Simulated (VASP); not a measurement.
SiC: single point with r2SCAN

SiC:

```
CELL_PARAMETERS angstrom
0.00000 2.10878 2.17400
2.10878 0.00000 2.17400
2.10878 2.10878 0.00000
ATOMIC_POSITIONS crystal
Si 0.00000 0.00000 0.00000
C 0.75000 0.75000 0.75000
```

This cell differs from its parent crystal: strain -0.030 along x and y, +0.000 along z.

```yaml
Program: VASP 6.6.1
Task: single point
Functional: r2SCAN
Potentials_or_basis: VASP PAW PBE potentials, release 64 (Si, C)
Cutoff: 520 eV
k_mesh: 12 × 12 × 12
Occupations: gaussian, width 0.05 eV
Spin: no spin polarisation
```

The pressure is 16.9 GPa and the band gap on the k mesh is 1.51 eV, indirect (least direct gap 5.11 eV).

Stress tensor (GPa, compression positive):
```
19.97  0.00  0.00
 0.00 19.97  0.00
 0.00  0.00 10.73
```

Levels at points of the mesh, in eV from the valence-band top:
| k point | band 2 | band 3 | band 4 | band 5 | band 6 | band 7 |
| --- | --- | --- | --- | --- | --- | --- |
| (0.00, 0.00, 0.00) | -0.23 | 0.00 | 0.00 | 7.61 | 8.27 | 8.27 |
| (0.50, 0.00, 0.00) | -9.28 | -1.41 | -0.99 | 6.43 | 7.87 | 8.24 |
| (0.50, 0.50, 0.00) | -8.62 | -3.30 | -3.30 | 1.81 | 5.39 | 16.01 |
| (0.50, 0.00, 0.50) | -8.21 | -3.68 | -3.63 | 1.51 | 4.83 | 15.29 |

It took 3.1 min on 1 thread of AMD EPYC 7R43 64-Core Processor (Zen 3), with other jobs on the host, peak memory 0.12 GiB.

Caveat: the cell differs from its parent crystal (strain -0.030 along x and y, +0.000 along z); the PAW data sets were made with another functional, which shifts forces and pressure a little. A k mesh can miss the band edges.
